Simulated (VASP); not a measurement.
## SmO3: relaxation of cell and atoms with PBE

The system is SmO3.

```
Sm O
1.0
     0.00000    2.83308    2.83308
     2.83308    0.00000    2.83308
     2.83308    2.83308    0.00000
Sm O
1 3
Cartesian
  0.0000 0.0000 0.0000
  1.4165 1.4165 1.4165
  4.2496 4.2496 4.2496
  2.8331 2.8331 2.8331
```

| Quantity | Value |
| --- | --- |
| Program | VASP 6.6.1 |
| Task | relaxation of cell and atoms |
| Functional | PBE |
| Potentials or basis | VASP PAW PBE potentials, release 64 (Sm, O) |
| Cutoff | 600 eV |
| k mesh | 14 × 14 × 14 |
| Occupations | gaussian, width 0.1 eV |
| Spin | no spin polarisation |
| Dipole correction | no |
| Further INCAR settings | ALGO = Normal; EDIFF = 1e-07; IBRION = 2; EDIFFG = -0.01; NSW = 100; ISIF = 3 |

```
Relaxed volume                         : 10.13 Å³/atom
Relaxed cell                           : a = 3.855 Å, b = 3.855 Å, c = 3.855 Å, α = 60.00°, β = 60.00°, γ = 60.00°
Space group after relaxing (to 0.05 Å) : Fm-3m (No. 225)
Energy gained by relaxing              : 66.7 meV/atom
Ionic steps                            : 3
Pressure after relaxing                : -0.1 GPa
Band gap on the k mesh                 : zero (band 17 reaches 3.82 eV, above the bottom of band 18 at 3.66 eV)
```

The path:
| step | energy change (eV) | largest force (eV/Å) | pressure (GPa) | volume (Å³) |
| --- | --- | --- | --- | --- |
| 1 | 0.0000 | 0.0000 | -15.36 | 45.48 |
| 2 | -0.2173 | 0.0000 | 9.66 | 38.68 |
| 3 | -0.2666 | 0.0000 | -0.05 | 40.52 |

Final structure:
```
CELL_PARAMETERS angstrom
0.00000 2.72619 2.72619
2.72619 0.00000 2.72619
2.72619 2.72619 0.00000
ATOMIC_POSITIONS crystal
Sm 0.00000 0.00000 0.00000
O 0.25000 0.25000 0.25000
O 0.75000 0.75000 0.75000
O 0.50000 0.50000 0.50000
```

Levels at points of the mesh, in eV from the Fermi level:
```csv
k point,band 14,band 15,band 16,band 17,band 18,band 19,band 20,band 21
"(0.00, 0.00, 0.00)",0.02,0.02,0.02,0.13,0.13,0.13,0.17,0.76
"(0.50, 0.00, 0.00)",-0.47,-0.47,-0.03,-0.03,0.02,0.04,0.10,0.44
"(0.50, 0.50, 0.00)",-1.38,-0.53,-0.53,-0.12,0.10,0.10,0.19,0.89
```

It took 24 min on 1 thread of AMD EPYC 7R43 64-Core Processor (Zen 3) (shared host), peak memory 0.25 GiB.

Caveat: spin-orbit coupling is left out, which moves the levels of the heavy elements; the run has no spin polarisation, though such a crystal can be magnetic; without U or exact exchange the open f shell lies at the Fermi level, which spoils levels, moments and volumes. With open d or f shells a metallic result of PBE can be an artefact of self-interaction; +U or a hybrid may open a gap.
